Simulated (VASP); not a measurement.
# AlFe (CsCl type) in VASP: further runs

The runs below take AlFe (CsCl type) through single point, with PBE.

Everything below comes from runs of VASP 6.6.1. Logs are shortened: lines on timing, memory, paths and dates and some standing lists are left out, and cuts for length are marked.

**1. The cell of the first run**

Symmetry: Pm-3m, No. 221, cubic system. The conventional cell has a = 2.870 Å, b = 2.870 Å, c = 2.870 Å, α = 90.00°, β = 90.00°, γ = 90.00°. Within 3.3 Å of Fe (site symmetry m-3m) lie 8 Al at 2.49 Å and 6 Fe at 2.87 Å. Within 3.3 Å of Al (site symmetry m-3m) lie 8 Fe at 2.49 Å and 6 Al at 2.87 Å.

**2. Single point, PBE**

File INCAR:

```
PREC = Accurate
ENCUT = 600
EDIFF = 1E-6
ISMEAR = -1
SIGMA = 0.1
LREAL = False
LASPH = True
NELM = 120
ALGO = Normal
ISIF = 2
LWAVE = False
LCHARG = False
GGA = PE
NBANDS = 12
GGA_COMPAT = False
```

File KPOINTS:

```
regular mesh
0
Gamma
  8 8 8
```

File POSCAR:

```
AlFe
1.0
    2.8700000000      0.0000000000      0.0000000000
    0.0000000000      2.8700000000      0.0000000000
    0.0000000000      0.0000000000      2.8700000000
Fe Al
1 1
Direct
    0.0000000000      0.0000000000      0.0000000000
    0.5000000000      0.5000000000      0.5000000000
```

Potentials or basis: VASP PAW PBE potentials, release 64 (Fe, Al).

The run is started by

```
cat potpaw_PBE.64/Fe/POTCAR potpaw_PBE.64/Al/POTCAR > POTCAR
mpirun -np 1 vasp_std > vasp.out
```

OUTCAR:

```text
PREC = Accurate
   ENCUT = 600
   EDIFF = 1E-6
   ISMEAR = -1
   LREAL = False
   LASPH = True
   NELM = 120
   ISIF = 2
   GGA = PE

 ion  position               nearest neighbor table
   1  0.000  0.000  0.000-   2 2.49   2 2.49   2 2.49   2 2.49   2 2.49   2 2.49   2 2.49   2 2.49

   2  0.500  0.500  0.500-   1 2.49   1 2.49   1 2.49   1 2.49   1 2.49   1 2.49   1 2.49   1 2.49

  LATTYP: Found a simple cubic cell.
 ALAT       =     2.8700000000

  Lattice vectors:

 A1 = (   2.8700000000,   0.0000000000,   0.0000000000)
 A2 = (   0.0000000000,   2.8700000000,   0.0000000000)
 A3 = (   0.0000000000,   0.0000000000,   2.8700000000)

Analysis of symmetry for initial positions (statically):
=====================================================================
 Subroutine PRICEL returns:
 Original cell was already a primitive cell.

 Routine SETGRP: Setting up the symmetry group for a
 simple cubic supercell.

 Subroutine GETGRP returns: Found 48 space group operations
 (whereof 48 operations were pure point group operations)
 out of a pool of 48 trial point group operations.

The static configuration has the point symmetry O_h .

Analysis of symmetry for dynamics (positions and initial velocities):
=====================================================================
 Subroutine PRICEL returns:
 Original cell was already a primitive cell.

 Routine SETGRP: Setting up the symmetry group for a
 simple cubic supercell.

 Subroutine GETGRP returns: Found 48 space group operations
 (whereof 48 operations were pure point group operations)
 out of a pool of 48 trial point group operations.

The dynamic configuration has the point symmetry O_h .

 Subroutine INISYM returns: Found 48 space group operations
 (whereof 48 operations are pure point group operations),
 and found     1 'primitive' translations

----------------------------------------------------------------------------------------

                                     Primitive cell

  volume of cell :      23.6399

  direct lattice vectors                    reciprocal lattice vectors
     2.870000000  0.000000000  0.000000000     0.348432056  0.000000000  0.000000000
     0.000000000  2.870000000  0.000000000     0.000000000  0.348432056  0.000000000
     0.000000000  0.000000000  2.870000000     0.000000000  0.000000000  0.348432056

  length of vectors
     2.870000000  2.870000000  2.870000000     0.348432056  0.348432056  0.348432056

  position of ions in fractional coordinates (direct lattice)
     0.000000000  0.000000000  0.000000000
     0.500000000  0.500000000  0.500000000

  ion indices of the primitive-cell ions
   primitive index   ion index
                 1           1
                 2           2

----------------------------------------------------------------------------------------

 KPOINTS: regular mesh

Automatic generation of k-mesh.
 Grid dimensions read from file:
 generate k-points for:    8    8    8

 Generating k-lattice:

  Cartesian coordinates                     Fractional coordinates (reciprocal lattice)
     0.043554007  0.000000000  0.000000000     0.125000000  0.000000000  0.000000000
     0.000000000  0.043554007  0.000000000     0.000000000  0.125000000  0.000000000
     0.000000000  0.000000000  0.043554007     0.000000000  0.000000000  0.125000000

  Length of vectors
     0.043554007  0.043554007  0.043554007

  Shift w.r.t. Gamma in fractional coordinates (k-lattice)
     0.000000000  0.000000000  0.000000000

 Subroutine IBZKPT returns following result:
 ===========================================

 Found     35 irreducible k-points:

 Following reciprocal coordinates:
            Coordinates               Weight
  0.000000  0.000000  0.000000      1.000000
  0.125000  0.000000  0.000000      6.000000
  0.250000  0.000000  0.000000      6.000000
  0.375000  0.000000  0.000000      6.000000
  0.500000  0.000000  0.000000      3.000000
  0.125000  0.125000  0.000000     12.000000
[... 16 lines left out ...]
  0.375000  0.375000  0.125000     24.000000
  0.500000  0.375000  0.125000     24.000000
 [... further k-points ...]
   k-points           NKPTS =     35   k-points in BZ     NKDIM =     35   number of bands    NBANDS=     12
   number of dos      NEDOS =    301   number of ions     NIONS =      2
   total plane-waves  NPLWV =  13824
   dimension x,y,z NGX =    24 NGY =   24 NGZ =   24
   dimension x,y,z NGXF=    48 NGYF=   48 NGZF=   48
   ions per type =               1   1
   NGX,Y,Z   is equivalent  to a cutoff of  13.90, 13.90, 13.90 a.u.
   NGXF,Y,Z  is equivalent  to a cutoff of  27.80, 27.80, 27.80 a.u.
 SYSTEM =  unknown system
   PREC   = accura    normal or accurate (medium, high low for compatibility)
   ISTART =      0    job   : 0-new  1-cont  2-samecut
   ICHARG =      2    charge: 1-file 2-atom 10-const
   ISPIN  =      1    spin polarized calculation?
   LNONCOLLINEAR =      F non collinear calculations
   LSORBIT =      F    spin-orbit coupling
   LASPH  =      T    aspherical Exc in radial PAW
   ENCUT  =  600.0 eV  44.10 Ry    6.64 a.u.   5.73  5.73  5.73*2*pi/ulx,y,z
   NELM   =    120;   NELMIN=  2; NELMDL= -5     # of ELM steps
   EDIFF  = 0.1E-05   stopping-criterion for ELM
   LREAL  =      F    real-space projection
   EDIFFG = 0.1E-04   stopping-criterion for IOM
   NSW    =      0    number of steps for IOM
   IBRION =     -1    ionic relax: 0-MD 1-quasi-New 2-CG
   NFREE  =      0    steps in history (QN), initial steepest desc. (CG)
   ISIF   =      2    stress and relaxation
   ISYM   =      2    0-nonsym 1-usesym 2-fastsym
   POTIM  = 0.5000    time-step for ionic-motion
   TEBEG  =    0.0;   TEEND  =   0.0 temperature during run
   PSTRESS=    0.0 pullay stress
   NELECT =      11.0000    total number of electrons
   NUPDOWN=      -1.0000    fix difference up-down
   EMIN   =  10.00;   EMAX   =-10.00  energy-range for DOS
   EFERMI =   0.00;   METHOD = LEGACY
   ISMEAR =    -1;   SIGMA  =   0.10  broadening in eV -4-tet -1-fermi 0-gaus
   EFERMI_NEDOS =   21; number of points for ismear=-14 and -15
   IALGO  =     38    algorithm
   IMIX   =      4    mixing-type and parameters
     AMIX     =   0.40;   BMIX     =  1.00
     AMIX_MAG =   1.60;   BMIX_MAG =  1.00
  volume/ion in A,a.u.               =      11.82        79.76
  Fermi-wavevector in a.u.,A,eV,Ry     =   1.268597  2.397302 21.896393  1.609339
  Thomas-Fermi vector in A             =   2.401684
   LORBIT       =      0    0 simple, 1 ext, 2 COOP (PROOUT), +10 PAW based schemes
   GGA     = PE    functional components
   LHFCALC =     F    Hartree Fock is set to
   AEXX    =    0.0000 exact exchange contribution
   IVDW    =     0    specifies the selected vdW correction
   LEPSILON=     F    determine dielectric tensor
   LRPA    =     F    only Hartree local field effects (RPA)
 non-spin polarized calculation
  energy-cutoff  :      600.00
  volume of cell :       23.64
 maximum number of plane-waves:       840
 NGX is ok and might be reduce to    24
   NGX = 11   NGY = 11   NGZ = 11

 number of electron      10.9999996 magnetization

 Free energy of the ion-electron system (eV)
  ---------------------------------------------------
  ext. energy  EPLUGINS =         0.00000000
  ---------------------------------------------------
  free energy    TOTEN  =       -12.64898927 eV

  energy without entropy =      -12.54546106  energy(sigma->0) =      -12.59722516

 E-fermi :   7.9540     XC(G=0): -12.1685

 val. band max:        7.9229810478   @ k =   0.1250   0.0000   0.0000
 cond. band min:       7.9742940521   @ k =   0.3750   0.3750   0.3750
 fundamental gap:      0.0513130043
 Fermi energy:         7.9540246815

 k-point     1 :       0.0000    0.0000    0.0000
  band No.  band energies     occupation
      1      -2.3686      2.00000
      2       5.7307      2.00000
      3       5.7307      2.00000
      4       8.0998      0.37753
      5       8.0998      0.37751
      6       8.0998      0.37751
      7      14.4650      0.00000
      8      14.4650      0.00000
      9      14.4650      0.00000
     10      17.4401      0.00000
     11      17.4401      0.00000
     12      23.8435      0.00000

 k-point     2 :       0.1250    0.0000    0.0000
  band No.  band energies     occupation
      1      -2.0753      2.00000
      2       5.6788      2.00000
      3       5.8194      2.00000
      4       7.9230      1.15402
      5       7.9230      1.15398
      6       8.1184      0.32402
      7      12.5666      0.00000
      8      14.8892      0.00000
      9      14.8892      0.00000
     10      17.3586      0.00000
     11      19.1457      0.00000
     12      24.7960      0.00000

 k-point     3 :       0.2500    0.0000    0.0000
  band No.  band energies     occupation
      1      -1.2130      2.00000
      2       5.2274      2.00000
      3       6.0441      2.00000
      4       7.5468      1.96651
      5       7.5468      1.96650
      6       8.1634      0.21933
      7      10.3811      0.00000
      8      16.0170      0.00000
      9      16.0170      0.00000
     10      17.1347      0.00000
     11      20.9091      0.00000
     12      24.6718      0.00000
[... 286 lines left out ...]
 k-point    23 :       0.3750    0.3750    0.1250
  band No.  band energies     occupation
      1       2.3917      2.00000
      2       5.0010      2.00000
      3       5.6816      2.00000
      4       6.7502      1.99999
      5       7.5446      1.96720
      6       7.6068      1.93975
      7       9.5002      0.00000
      8      12.0259      0.00000
      9      14.3002      0.00000
     10      17.4682      0.00000
     11      21.2371      0.00000
     12      21.4418      0.00000

 k-point    24 :       0.5000    0.3750    0.1250
  band No.  band energies     occupation
      1       3.1184      2.00000
      2       4.6128      2.00000
      3       5.8150      2.00000
      4       6.5646      2.00000
      5       7.6195      1.93187
      6       7.8081      1.62296
      7       9.0546      0.00003
      8      12.4044      0.00000
      9      12.9478      0.00000
     10      18.3699      0.00000
     11      20.0184      0.00000
     12      21.8677      0.00000

 [... further k-points ...]

------------------------ aborting loop because EDIFF is reached ----------------------------------------

  FORCE on cell =-STRESS in cart. coord.  units (eV):
  Direction    XX          YY          ZZ          XY          YZ          ZX
  --------------------------------------------------------------------------------------
  -------------------------------------------------------------------------------------
  Total        0.0494839      0.0494839      0.0494839      0.0000000     -0.0000000      0.0000000
  in kB        3.3537362      3.3537362      3.3537362      0.0000000     -0.0000000      0.0000000
  external PRESSURE =       3.3537362 kB  Pullay stress =       0.0000000 kB

 VOLUME and BASIS-vectors are now :
 -----------------------------------------------------------------------------
  energy-cutoff  :      600.00
  volume of cell :       23.64
      direct lattice vectors                 reciprocal lattice vectors
     2.870000000  0.000000000  0.000000000     0.348432056  0.000000000  0.000000000
     0.000000000  2.870000000  0.000000000     0.000000000  0.348432056  0.000000000
     0.000000000  0.000000000  2.870000000     0.000000000  0.000000000  0.348432056

 POSITION                                       TOTAL-FORCE (eV/Angst)
 -----------------------------------------------------------------------------------
      0.00000      0.00000      0.00000         0.000000      0.000000      0.000000
      1.43500      1.43500      1.43500         0.000000      0.000000      0.000000
 -----------------------------------------------------------------------------------
    total drift:                                0.000000      0.000000      0.000000

  FREE ENERGIE OF THE ION-ELECTRON SYSTEM (eV)
  ---------------------------------------------------
  free  energy   TOTEN  =       -12.6489892698 eV

  energy  without entropy=      -12.5454610569  energy(sigma->0) =      -12.59722516
```

It took 9.8 s on 1 thread of AMD EPYC 7R43 (Zen 3), shared host; peak memory 0.11 GiB.

Results:

```
Free energy            : -12.6490 eV
Pressure               : 0.3 GPa
Band gap on the k mesh : zero (an odd number of electrons rules out a gap without spin polarisation)
```

Levels at points of the mesh, in eV from the Fermi level:
```
           k point  band 4  band 5  band 6  band 7  band 8  band 9
(0.00, 0.00, 0.00)    0.15    0.15    0.15    6.51    6.51    6.51
(0.50, 0.00, 0.00)   -0.86   -0.86    0.27    1.27    8.79   11.24
(0.50, 0.50, 0.00)   -2.01   -0.61   -0.61    0.84    3.55    4.44
(0.50, 0.50, 0.50)    0.88    0.88    3.12    3.12    3.12    4.39
```

Caveat: the run has no spin polarisation, though such a crystal can be magnetic.

**3. Single point, PBE**

File INCAR:

```
PREC = Accurate
ENCUT = 600
EDIFF = 1E-6
ISMEAR = -1
SIGMA = 0.1
LREAL = F
LASPH = T
NELM = 120
ALGO = Normal
ISIF = 2
LWAVE = F
LCHARG = T
GGA = PE
LELF = T
LVHAR = T
NBANDS = 12
GGA_COMPAT = F
```

KPOINTS is that of step 2.

Edit POSCAR of step 2 so:

```diff
@@ -8,3 +8,3 @@
 Direct
-    0.0000000000      0.0000000000      0.0000000000
+    0.0069686411      0.0000000000      0.0000000000
     0.5000000000      0.5000000000      0.5000000000
```

Potentials or basis: VASP PAW PBE potentials, release 64 (Fe, Al).

The run is started by

```
cat potpaw_PBE.64/Fe/POTCAR potpaw_PBE.64/Al/POTCAR > POTCAR
mpirun -np 1 vasp_std > vasp.out
```

Wall time 19 s (1 thread of AMD EPYC 7R43 (Zen 3), shared host); peak memory 0.12 GiB.

Results (log left out):

| Property | Result |
| --- | --- |
| Free energy | -12.6474 eV |
| Pressure | 0.4 GPa |
| Largest force | 0.162 eV/Å |
| Band gap on the k mesh | zero (an odd number of electrons rules out a gap without spin polarisation) |

Forces on the atoms (eV/Å):
```
Fe  -0.162  0.000  0.000
Al   0.162  0.000  0.000
```

Levels at points of the mesh, in eV from the Fermi level:
```
           k point  band 3  band 4  band 5  band 6  band 7  band 8  band 9  band 10
(0.00, 0.00, 0.00)   -2.22    0.15    0.15    0.15    6.51    6.51    6.51     9.49
(0.50, 0.00, 0.00)   -1.56   -0.86   -0.86    0.27    1.27    8.79   11.24    11.24
(0.00, 0.50, 0.00)   -1.56   -0.86   -0.86    0.27    1.27    8.79   11.24    11.24
(0.50, 0.50, 0.00)   -2.01   -2.01   -0.61   -0.61    0.84    3.55    4.44    12.98
(0.00, 0.50, 0.50)   -2.01   -2.01   -0.61   -0.61    0.84    3.54    4.44    12.98
(0.50, 0.50, 0.50)   -3.32    0.88    0.88    3.12    3.12    3.12    4.39     6.25
```

Caveat: the run has no spin polarisation, though such a crystal can be magnetic.
